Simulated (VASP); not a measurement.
Write the native input for VASP 6.6.1 that does the following.

- Task: single point
- Functional: revPBE
- Dispersion: D3(BJ)
- Potentials or basis: VASP PAW PBE potentials, release 64 (Ru_pv)
- Cutoff: 520 eV
- k mesh: 11 × 11 × 6
- Occupations: fermi-dirac, width 0.05 eV
- Spin: no spin polarisation
- Dipole correction: no
- Further INCAR settings: ALGO = Normal; EDIFF = 1e-07; NBANDS = 21

The structure of Ru lies in POSCAR:

```
Ru
1.0
    2.6855484948      0.0000000000      0.0000000000
   -1.3427742474      2.3257532196      0.0000000000
    0.0000000000      0.0000000000      4.2538172969
Ru
2
Direct
    0.6666666667      0.3333333333      0.7500000000
    0.3333333333      0.6666666667      0.2500000000
```

These files were run (other wordings do the same):

INCAR

```
SYSTEM = Ru
PREC     = Accurate       ! precision mode
ENCUT    = 520            ! plane-wave cutoff, eV
EDIFF    = 1E-7           ! SCF threshold, eV
ISMEAR   = -1             ! smearing method
SIGMA    = 0.05           ! smearing width, eV
LREAL    = .FALSE.        ! projectors in reciprocal space
LASPH    = .TRUE.         ! aspherical terms in the spheres
NELM     = 80             ! most SCF steps
ALGO     = Normal         ! electronic algorithm
ISIF     = 2              ! what is computed and relaxed
LWAVE    = .FALSE.        ! write WAVECAR
LCHARG   = .FALSE.        ! write CHGCAR
GGA      = RE             ! functional
IVDW     = 12             ! dispersion correction
NBANDS   = 21             ! bands
```

KPOINTS

```
regular mesh
0
G
  11 11 6
  0 0 0
```

Potentials or basis: VASP PAW PBE potentials, release 64 (Ru_pv).

The run is started by

```console
$ cat potpaw_PBE.64/Ru_pv/POTCAR > POTCAR
$ mpirun -np 1 vasp_std > vasp.out
```

It gave:

| Property | Result |
| --- | --- |
| Pressure | 0.1 GPa |
| Band gap on the k mesh | zero (bands 14 and 15 overlap by 3.16 eV) |
| Dispersion energy per atom | -1.208 eV |

Caveat: the dispersion term is far too large for a dense solid, which distorts pressure and volume; the PAW data sets were made with another functional, which shifts forces and pressure a little.

It took 30 s on 1 thread of Intel Xeon 8259CL, with other jobs on the host, peak memory 0.16 GiB.
